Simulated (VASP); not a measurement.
# Al (Im-3m) in VASP: notebook

The runs below take Al through single point, relaxation of cell and atoms, with r2SCAN.

Program: VASP 6.6.1. These are calculated values, not measurements. Logs are shortened: lines on timing, memory, paths and dates and some standing lists are left out, and cuts for length are marked.

## (1) The cell of the first run

The structure is cubic, space group Im-3m (No. 229). The conventional cell has a = 3.190 Å, b = 3.190 Å, c = 3.190 Å, α = 90.00°, β = 90.00°, γ = 90.00°. Al (site symmetry m-3m) has 14 Al at 2.76 to 3.19 Å within 3.6 Å.

This isn't the form of Al at room conditions, which is fcc.

## (2) Single point, r2SCAN

File POSCAR:

```
Al
1.0
    1.5948846186      1.5948846186      1.5948846186
   -1.5948846186      1.5948846186      1.5948846186
   -1.5948846186     -1.5948846186      1.5948846186
Al
1
Direct
    0.0000000000      0.0000000000      0.0000000000
```

File INCAR.step1:

```
SYSTEM = Al
  ALGO = Normal
  EDIFF = 1E-5
  ENCUT = 550
  GGA = PE
  GGA_COMPAT = .FALSE.
  ISMEAR = -1
  LASPH = .TRUE.
  LCHARG = .FALSE.
  LREAL = .FALSE.
  LWAVE = .TRUE.
  NBANDS = 8
  NELM = 120
  PREC = Accurate
  SIGMA = 0.05
```

File INCAR.step2:

```
SYSTEM = Al
  ALGO = Normal
  EDIFF = 1E-6
  ENCUT = 550
  GGA_COMPAT = .FALSE.
  ISIF = 2
  ISMEAR = -1
  ISTART = 1
  LASPH = .TRUE.
  LCHARG = .FALSE.
  LMIXTAU = .TRUE.
  LREAL = .FALSE.
  LWAVE = .FALSE.
  METAGGA = R2SCAN
  NBANDS = 8
  NELM = 120
  PREC = Accurate
  SIGMA = 0.05
```

File KPOINTS:

```
k-points
0
G
  9 9 9
  0 0 0
```

Potentials or basis: VASP PAW PBE potentials, release 64 (Al).

Run with:

```console
cat potpaw_PBE.64/Al/POTCAR > POTCAR
cp INCAR.step1 INCAR
mpirun -np 1 vasp_std > vasp.out
cp INCAR.step2 INCAR
mpirun -np 1 vasp_std > vasp.out
```

OUTCAR:

```text
SYSTEM = Al
   EDIFF = 1E-6
   ENCUT = 550
   ISIF = 2
   ISMEAR = -1
   ISTART = 1
   LASPH = .TRUE.
   LREAL = .FALSE.
   METAGGA = R2SCAN
   NELM = 120
   PREC = Accurate

 ion  position               nearest neighbor table
   1  0.000  0.000  0.000-

  LATTYP: Found a body centered cubic cell.
 ALAT       =     3.1897692372

  Lattice vectors:

 A1 = (   1.5948846186,  -1.5948846186,  -1.5948846186)
 A2 = (   1.5948846186,   1.5948846186,   1.5948846186)
 A3 = (  -1.5948846186,  -1.5948846186,   1.5948846186)

Analysis of symmetry for initial positions (statically):
=====================================================================
 Subroutine PRICEL returns:
 Original cell was already a primitive cell.

 Routine SETGRP: Setting up the symmetry group for a
 body centered cubic supercell.

 Subroutine GETGRP returns: Found 48 space group operations
 (whereof 48 operations were pure point group operations)
 out of a pool of 48 trial point group operations.

The static configuration has the point symmetry O_h .

Analysis of symmetry for dynamics (positions and initial velocities):
=====================================================================
 Subroutine PRICEL returns:
 Original cell was already a primitive cell.

 Routine SETGRP: Setting up the symmetry group for a
 body centered cubic supercell.

 Subroutine GETGRP returns: Found 48 space group operations
 (whereof 48 operations were pure point group operations)
 out of a pool of 48 trial point group operations.

The dynamic configuration has the point symmetry O_h .

 Subroutine INISYM returns: Found 48 space group operations
 (whereof 48 operations are pure point group operations),
 and found     1 'primitive' translations

----------------------------------------------------------------------------------------

                                     Primitive cell

  volume of cell :      16.2274

  direct lattice vectors                    reciprocal lattice vectors
     1.594884619  1.594884619  1.594884619     0.313502302  0.000000000  0.313502302
    -1.594884619  1.594884619  1.594884619    -0.313502302  0.313502302  0.000000000
    -1.594884619 -1.594884619  1.594884619     0.000000000 -0.313502302  0.313502302

  length of vectors
     2.762421192  2.762421192  2.762421192     0.443359208  0.443359208  0.443359208

  position of ions in fractional coordinates (direct lattice)
     0.000000000  0.000000000  0.000000000

  ion indices of the primitive-cell ions
   primitive index   ion index
                 1           1

----------------------------------------------------------------------------------------

 KPOINTS: k-points

Automatic generation of k-mesh.
 Grid dimensions read from file:
 generate k-points for:    9    9    9

 Generating k-lattice:

  Cartesian coordinates                     Fractional coordinates (reciprocal lattice)
     0.034833589  0.000000000  0.034833589     0.111111111  0.000000000  0.000000000
    -0.034833589  0.034833589  0.000000000     0.000000000  0.111111111  0.000000000
     0.000000000 -0.034833589  0.034833589     0.000000000  0.000000000  0.111111111

  Length of vectors
     0.049262134  0.049262134  0.049262134

  Shift w.r.t. Gamma in fractional coordinates (k-lattice)
     0.000000000  0.000000000  0.000000000

 Subroutine IBZKPT returns following result:
 ===========================================

 Found     35 irreducible k-points:

 Following reciprocal coordinates:
            Coordinates               Weight
  0.000000  0.000000  0.000000      1.000000
  0.111111  0.000000  0.000000     12.000000
  0.222222  0.000000  0.000000     12.000000
  0.333333  0.000000  0.000000     12.000000
  0.444444  0.000000  0.000000     12.000000
  0.222222  0.111111  0.000000     24.000000
[... 16 lines left out ...]
  0.111111 -0.444444  0.111111     24.000000
  0.222222 -0.444444  0.111111     24.000000
 [... further k-points ...]
   k-points           NKPTS =     35   k-points in BZ     NKDIM =     35   number of bands    NBANDS=      8
   number of dos      NEDOS =    301   number of ions     NIONS =      1
   total plane-waves  NPLWV =  13824
   dimension x,y,z NGX =    24 NGY =   24 NGZ =   24
   dimension x,y,z NGXF=    48 NGYF=   48 NGZF=   48
   ions per type =               1
   NGX,Y,Z   is equivalent  to a cutoff of  14.44, 14.44, 14.44 a.u.
   NGXF,Y,Z  is equivalent  to a cutoff of  28.89, 28.89, 28.89 a.u.
 SYSTEM =  Al
   PREC   = accura    normal or accurate (medium, high low for compatibility)
   ISTART =      1    job   : 0-new  1-cont  2-samecut
   ICHARG =      0    charge: 1-file 2-atom 10-const
   ISPIN  =      1    spin polarized calculation?
   LNONCOLLINEAR =      F non collinear calculations
   LSORBIT =      F    spin-orbit coupling
   LASPH  =      T    aspherical Exc in radial PAW
   ENCUT  =  550.0 eV  40.42 Ry    6.36 a.u.   5.28  5.28  5.28*2*pi/ulx,y,z
   NELM   =    120;   NELMIN=  2; NELMDL=  0     # of ELM steps
   EDIFF  = 0.1E-05   stopping-criterion for ELM
   LREAL  =      F    real-space projection
   EDIFFG = 0.1E-04   stopping-criterion for IOM
   NSW    =      0    number of steps for IOM
   IBRION =     -1    ionic relax: 0-MD 1-quasi-New 2-CG
   NFREE  =      0    steps in history (QN), initial steepest desc. (CG)
   ISIF   =      2    stress and relaxation
   ISYM   =      2    0-nonsym 1-usesym 2-fastsym
   POTIM  = 0.5000    time-step for ionic-motion
   TEBEG  =    0.0;   TEEND  =   0.0 temperature during run
   PSTRESS=    0.0 pullay stress
   NELECT =       3.0000    total number of electrons
   NUPDOWN=      -1.0000    fix difference up-down
   EMIN   =  10.00;   EMAX   =-10.00  energy-range for DOS
   EFERMI =   0.00;   METHOD = LEGACY
   ISMEAR =    -1;   SIGMA  =   0.05  broadening in eV -4-tet -1-fermi 0-gaus
   EFERMI_NEDOS =   21; number of points for ismear=-14 and -15
   IALGO  =     38    algorithm
   IMIX   =      4    mixing-type and parameters
     AMIX     =   0.40;   BMIX     =  1.00
     AMIX_MAG =   1.60;   BMIX_MAG =  1.00
  volume/ion in A,a.u.               =      16.23       109.51
  Fermi-wavevector in a.u.,A,eV,Ry     =   0.932608  1.762374 11.833781  0.869758
  Thomas-Fermi vector in A             =   2.059224
   LORBIT       =      0    0 simple, 1 ext, 2 COOP (PROOUT), +10 PAW based schemes
   METAGGA = R2SCAN    functional components
   LHFCALC =     F    Hartree Fock is set to
   AEXX    =    0.0000 exact exchange contribution
   IVDW    =     0    specifies the selected vdW correction
   LEPSILON=     F    determine dielectric tensor
   LRPA    =     F    only Hartree local field effects (RPA)
 non-spin polarized calculation
  energy-cutoff  :      550.00
  volume of cell :       16.23
 maximum number of plane-waves:       484
 NGX is ok and might be reduce to    24
   NGX = 11   NGY = 11   NGZ = 11

 number of electron       3.0000000 magnetization

 Free energy of the ion-electron system (eV)
  ---------------------------------------------------
  ext. energy  EPLUGINS =         0.00000000
  ---------------------------------------------------
  free energy    TOTEN  =        -6.61876824 eV

  energy without entropy =       -6.61355036  energy(sigma->0) =       -6.61615930

 E-fermi :   8.3027     XC(G=0): -10.9844

 val. band max:        8.2671501084   @ k =  -0.4444   0.3333   0.1111
 cond. band min:       8.3799917006   @ k =   0.4444   0.2222   0.1111
 fundamental gap:      0.1128415922
 Fermi energy:         8.3026506091

 k-point     1 :       0.0000    0.0000    0.0000
  band No.  band energies     occupation
      1      -3.7723      2.00000
      2      22.3464      0.00000
      3      22.3464      0.00000
      4      22.3464      0.00000
      5      24.3835      0.00000
      6      24.3835      0.00000
      7      24.3835      0.00000
      8      25.6031      0.00000

 k-point     2 :       0.1111    0.0000    0.0000
  band No.  band energies     occupation
      1      -3.3905      2.00000
      2      18.9235      0.00000
      3      20.7348      0.00000
      4      21.0453      0.00000
      5      22.8719      0.00000
      6      23.8739      0.00000
      7      25.3642      0.00000
      8      25.9703      0.00000

 k-point     3 :       0.2222    0.0000    0.0000
  band No.  band energies     occupation
      1      -2.2510      2.00000
      2      14.0059      0.00000
      3      19.0013      0.00000
      4      19.1427      0.00000
      5      21.0114      0.00000
      6      22.4331      0.00000
      7      26.8182      0.00000
      8      26.8547      0.00000

 k-point     4 :       0.3333    0.0000    0.0000
  band No.  band energies     occupation
      1      -0.3724      2.00000
      2       9.4839      0.00000
      3      17.7391      0.00000
      4      17.8253      0.00000
      5      19.7064      0.00000
      6      21.3122      0.00000
      7      28.2652      0.00000
      8      28.8041      0.00000

 k-point     5 :       0.4444    0.0000    0.0000
  band No.  band energies     occupation
      1       2.2012      2.00000
      2       5.5749      2.00000
      3      17.0174      0.00000
      4      17.2370      0.00000
      5      19.0464      0.00000
      6      20.6957      0.00000
      7      29.9383      0.00000
      8      31.1813      0.00000
[... 177 lines left out ...]
 k-point    22 :       0.1111    0.4444    0.1111
  band No.  band energies     occupation
      1       0.3716      2.00000
      2      10.1304      0.00000
      3      12.9416      0.00000
      4      14.0168      0.00000
      5      25.6045      0.00000
      6      25.8984      0.00000
      7      28.6684      0.00000
      8      29.0099      0.00000

 k-point    23 :       0.1111   -0.4444    0.1111
  band No.  band energies     occupation
      1       2.9281      2.00000
      2       6.2794      2.00000
      3      12.2289      0.00000
      4      13.3274      0.00000
      5      25.0641      0.00000
      6      25.4803      0.00000
      7      30.4052      0.00000
      8      31.5924      0.00000

 k-point    24 :       0.2222   -0.4444    0.1111
  band No.  band energies     occupation
      1       2.5743      2.00000
      2       8.6790      0.00108
      3       9.5617      0.00000
      4      12.6112      0.00000
      5      27.5275      0.00000
      6      27.7195      0.00000
      7      30.1448      0.00000
      8      30.5273      0.00000

 [... further k-points ...]

------------------------ aborting loop because EDIFF is reached ----------------------------------------

  FORCE on cell =-STRESS in cart. coord.  units (eV):
  Direction    XX          YY          ZZ          XY          YZ          ZX
  --------------------------------------------------------------------------------------
  -------------------------------------------------------------------------------------
  Total       -0.0310476     -0.0310476     -0.0310476     -0.0000000      0.0000000      0.0000000
  in kB       -3.0654282     -3.0654282     -3.0654282     -0.0000000      0.0000000      0.0000000
  external PRESSURE =      -3.0654282 kB  Pullay stress =       0.0000000 kB

 VOLUME and BASIS-vectors are now :
 -----------------------------------------------------------------------------
  energy-cutoff  :      550.00
  volume of cell :       16.23
      direct lattice vectors                 reciprocal lattice vectors
     1.594884619  1.594884619  1.594884619     0.313502302  0.000000000  0.313502302
    -1.594884619  1.594884619  1.594884619    -0.313502302  0.313502302  0.000000000
    -1.594884619 -1.594884619  1.594884619     0.000000000 -0.313502302  0.313502302

 POSITION                                       TOTAL-FORCE (eV/Angst)
 -----------------------------------------------------------------------------------
      0.00000      0.00000      0.00000         0.000000      0.000000      0.000000
 -----------------------------------------------------------------------------------
    total drift:                                0.000000     -0.000000      0.000000

  FREE ENERGIE OF THE ION-ELECTRON SYSTEM (eV)
  ---------------------------------------------------
  free  energy   TOTEN  =        -6.6187682417 eV

  energy  without entropy=       -6.6135503553  energy(sigma->0) =       -6.61615930
```

It took 31 s on 1 thread of Intel Xeon 8259CL, shared host; peak memory 0.13 GiB.

Results:

* Free energy: -6.6188 eV
* Pressure: -0.3 GPa
* Band gap on the k mesh: zero (an odd number of electrons rules out a gap without spin polarisation)

Levels at points of the mesh, in eV from the Fermi level:
```tsv
k point	band 1	band 2	band 3	band 4	band 5	band 6
(0.00, 0.00, 0.00)	-12.07	14.04	14.04	14.04	16.08	16.08
```

Caveat: the PAW data sets were made with another functional, which shifts forces and pressure a little.

## (3) Single point, r2SCAN

POSCAR is that of step 2.

File INCAR.step1:

```
  PREC = Accurate
  ENCUT = 550
  ISMEAR = -1
  SIGMA = 0.05
  LREAL = F
  LASPH = T
  NELM = 120
  NBANDS = 8
  GGA = PE
  ALGO = Normal
  EDIFF = 1E-5
  LWAVE = T
  LCHARG = F
  GGA_COMPAT = F
```

File INCAR.step2:

```
  PREC = Accurate
  ENCUT = 550
  EDIFF = 1E-6
  ISMEAR = -1
  SIGMA = 0.05
  LREAL = F
  LASPH = T
  NELM = 120
  ALGO = Normal
  ISIF = 2
  LWAVE = F
  LCHARG = F
  METAGGA = R2SCAN
  LMIXTAU = T
  NBANDS = 8
  ISTART = 1
  GGA_COMPAT = F
```

File KPOINTS:

```
regular mesh
0
Gamma
  9 9 9
```

Potentials or basis: VASP PAW PBE potentials, release 64 (Al).

Run with:

```console
cat potpaw_PBE.64/Al/POTCAR > POTCAR
cp INCAR.step1 INCAR
mpirun -np 1 vasp_std > vasp.out
cp INCAR.step2 INCAR
mpirun -np 1 vasp_std > vasp.out
```

Wall time 31 s (1 thread of Intel Xeon 8259CL, shared host); peak memory 0.13 GiB.

Results (log left out):

```yaml
Free_energy: -6.6188 eV
Pressure: -0.3 GPa
Band_gap_on_the_k_mesh: zero (an odd number of electrons rules out a gap without spin polarisation)
```

Levels at points of the mesh, in eV from the Fermi level:
| k point | band 1 | band 2 | band 3 | band 4 | band 5 |
| --- | --- | --- | --- | --- | --- |
| (0.00, 0.00, 0.00) | -12.07 | 14.04 | 14.04 | 14.04 | 16.08 |

Caveat: the PAW data sets were made with another functional, which shifts forces and pressure a little.

## (4) Relaxation of cell and atoms, r2SCAN

POSCAR is that of step 3.

File INCAR.step1:

```
SYSTEM = Al
PREC = Accurate
ENCUT = 550
ISMEAR = -1
SIGMA = 0.05
LREAL = .FALSE.
LASPH = .TRUE.
NELM = 120
GGA = PE
ALGO = Normal
EDIFF = 1E-5
LWAVE = .TRUE.
LCHARG = .FALSE.
GGA_COMPAT = .FALSE.
IBRION = 2
ISIF = 3
EDIFFG = -0.005
NELMIN = 4
NSW = 100
```

File INCAR.step2:

```
SYSTEM = Al
PREC = Accurate
ENCUT = 550
EDIFF = 1E-7
ISMEAR = -1
SIGMA = 0.05
LREAL = .FALSE.
LASPH = .TRUE.
NELM = 120
ALGO = Normal
ISIF = 3
LWAVE = .FALSE.
LCHARG = .FALSE.
METAGGA = R2SCAN
LMIXTAU = .TRUE.
IBRION = 2
NSW = 80
EDIFFG = -0.01
ISTART = 1
GGA_COMPAT = .FALSE.
NELMIN = 4
```

File KPOINTS:

```
regular mesh
0
G
  9 9 9
  0 0 0
```

Run with:

```console
cat potpaw_PBE.64/Al/POTCAR > POTCAR
cp INCAR.step1 INCAR
mpirun -np 1 vasp_std > vasp.out
cp INCAR.step2 INCAR
mpirun -np 1 vasp_std > vasp.out
```

It took 42 s on 1 thread of Intel Xeon 8259CL, shared host; peak memory 0.14 GiB.

The run converged. Its results:

- Free energy: -6.6188 eV
- Relaxed volume: 16.15 Å³/atom
- Relaxed cell: a = 2.758 Å, b = 2.758 Å, c = 2.758 Å, α = 70.53°, β = 109.47°, γ = 70.53°
- Space group after relaxing (to 0.1 Å): Im-3m (No. 229)
- Energy gained by relaxing: 0.1 meV/atom
- Ionic steps: 2
- Pressure after relaxing: 0.1 GPa
- Band gap on the k mesh: zero (an odd number of electrons rules out a gap without spin polarisation)

Final structure:
```
CELL_PARAMETERS angstrom
1.59248 1.59248 1.59248
-1.59248 1.59248 1.59248
-1.59248 -1.59248 1.59248
ATOMIC_POSITIONS crystal
Al 0.00000 0.00000 0.00000
```

Levels at points of the mesh, in eV from the Fermi level:
```csv
k point,band 1,band 2,band 3,band 4,band 5
"(0.00, 0.00, 0.00)",-12.11,14.07,14.07,14.07,16.15
```

Caveat: the PAW data sets were made with another functional, which shifts forces and pressure a little.

## (5) Relaxation of cell and atoms, r2SCAN

This run uses another cell than the first one, of 16.54 Å³/atom.

File POSCAR:

```
Al
1.0
    1.6050000000      1.6050000000      1.6050000000
   -1.6050000000      1.6050000000      1.6050000000
   -1.6050000000     -1.6050000000      1.6050000000
Al
1
Direct
    0.0000000000      0.0000000000      0.0000000000
```

File INCAR.step1:

```
PREC     = Accurate       # precision mode
ENCUT    = 550            # plane-wave cutoff, eV
ISMEAR   = -1             # smearing method
SIGMA    = 0.05           # smearing width, eV
LREAL    = False          # projectors in reciprocal space
LASPH    = True           # aspherical terms in the spheres
NELM     = 120            # most SCF steps
GGA      = PE             # functional
ALGO     = Normal         # electronic algorithm
EDIFF    = 1E-5           # SCF threshold, eV
LWAVE    = True           # write WAVECAR
LCHARG   = False          # write CHGCAR
GGA_COMPAT= False        
IBRION   = 2              # ionic algorithm
ISIF     = 3              # what is computed and relaxed
EDIFFG   = -0.005         # ionic threshold
NELMIN   = 4            
NSW      = 100            # ionic steps
```

File INCAR.step2:

```
PREC     = Accurate       # precision mode
ENCUT    = 550            # plane-wave cutoff, eV
EDIFF    = 1E-7           # SCF threshold, eV
ISMEAR   = -1             # smearing method
SIGMA    = 0.05           # smearing width, eV
LREAL    = False          # projectors in reciprocal space
LASPH    = True           # aspherical terms in the spheres
NELM     = 120            # most SCF steps
ALGO     = Normal         # electronic algorithm
ISIF     = 3              # what is computed and relaxed
LWAVE    = False          # write WAVECAR
LCHARG   = False          # write CHGCAR
METAGGA  = R2SCAN         # meta-GGA
LMIXTAU  = True         
IBRION   = 2              # ionic algorithm
NSW      = 80             # ionic steps
EDIFFG   = -0.01          # ionic threshold
ISTART   = 1            
GGA_COMPAT= False        
NELMIN   = 4
```

File KPOINTS:

```
Automatic mesh
0
Gamma
  9 9 9
```

Run with:

```console
cat potpaw_PBE.64/Al/POTCAR > POTCAR
cp INCAR.step1 INCAR
mpirun -np 1 vasp_std > vasp.out
cp INCAR.step2 INCAR
mpirun -np 1 vasp_std > vasp.out
```

Wall time 53 s (1 thread of Intel Xeon 8259CL, shared host); peak memory 0.14 GiB.

The run converged. Its results:

- Free energy: -6.6188 eV
- Relaxed volume: 16.16 Å³/atom
- Relaxed cell: a = 2.759 Å, b = 2.759 Å, c = 2.759 Å, α = 70.53°, β = 109.47°, γ = 70.53°
- Space group after relaxing (to 0.1 Å): Im-3m (No. 229)
- Energy gained by relaxing: 2.1 meV/atom
- Ionic steps: 3
- Pressure after relaxing: 0.0 GPa
- Band gap on the k mesh: zero (an odd number of electrons rules out a gap without spin polarisation)

The path:
```tsv
step	energy change (eV)	largest force (eV/Å)	pressure (GPa)	volume (Å³)
1	0.0000	0.0000	-1.77	16.54
2	-0.0021	0.0000	0.29	16.11
3	-0.0021	0.0000	0.02	16.16
```

Final structure:
```yaml
crystal:
  lattice:
    - [1.59269, 1.59269, 1.59269]
    - [-1.59269, 1.59269, 1.59269]
    - [-1.59269, -1.59269, 1.59269]
  atoms:
    - { symbol: Al, position: [0.00000, 0.00000, 0.00000] }
```

Levels at points of the mesh, in eV from the Fermi level:
| k point | band 1 | band 2 | band 3 | band 4 |
| --- | --- | --- | --- | --- |
| (0.00, 0.00, 0.00) | -12.11 | 14.07 | 14.07 | 14.07 |

Caveat: the PAW data sets were made with another functional, which shifts forces and pressure a little.

## (6) The runs side by side

| task | cell | gap on the mesh (eV) | pressure (GPa) | relaxed volume (Å³/atom) |
| --- | --- | --- | --- | --- |
| single point | a = 2.762 Å, angles 70.5, 109.5, 70.5°, 1 atom | none | -0.3 | - |
| relaxation of cell and atoms | relaxed from a = 2.762 Å, angles 70.5, 109.5, 70.5°, 1 atom | none | 0.1 | 16.15 |
| relaxation of cell and atoms | relaxed from a = 2.780 Å, angles 70.5, 109.5, 70.5°, 1 atom | none | 0.0 | 16.16 |

Alike in all rows: level r2SCAN; potentials or basis VASP PAW PBE potentials, release 64 (Al); no spin polarisation; k mesh 9 × 9 × 9; cutoff (eV) 550; smearing fermi-dirac 0.05 eV.

Caveats: the PAW data sets were made with another functional, which shifts forces and pressure a little.

Total energies depend on the potentials used, so only differences within one code and one set of settings carry meaning.
